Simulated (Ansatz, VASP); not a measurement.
## Ni in VASP and in Ansatz

```xyz
2
Lattice="2.5242 0.0000 0.0000 -1.2621 2.1860 0.0000 0.0000 0.0000 4.0387" Properties=species:S:1:pos:R:3 pbc="T T T"
Ni    0.0000    1.4573    1.0097
Ni    1.2621    0.7287    3.0290
```

Alike in both runs: task single point; functional PBE; k mesh 4 × 4 × 2; occupations fermi-dirac, width 0.05 eV; collinear spin; Hubbard terms Ni d U = 2.5 eV.

|  | VASP | Ansatz |
| --- | --- | --- |
| version | VASP 6.6.1 | Ansatz 0.2 development build |
| potentials or method | VASP PAW PBE potentials, release 64 (Ni) | PAW hard, scalar-relativistic |
| plane-wave cutoff (eV) | 600 | 920 |

Ansatz gave:

```
net moment per atom (μB)                                      : 0.00
size of the moment on the site where the two differ most (μB) : 0.56
```

Q: What did VASP give for the same quantities?

A: net moment per atom (μB): 0.00; size of the moment on the site where the two differ most (μB): 0.58.

Site moments also hang on the region over which each program counts them. The programs project onto different local orbitals, so the same U acts differently, and such runs can settle in different states. Ansatz's warnings: filled band counts differ across k points.

The k mesh is coarse, so the values compare programs but aren't converged.
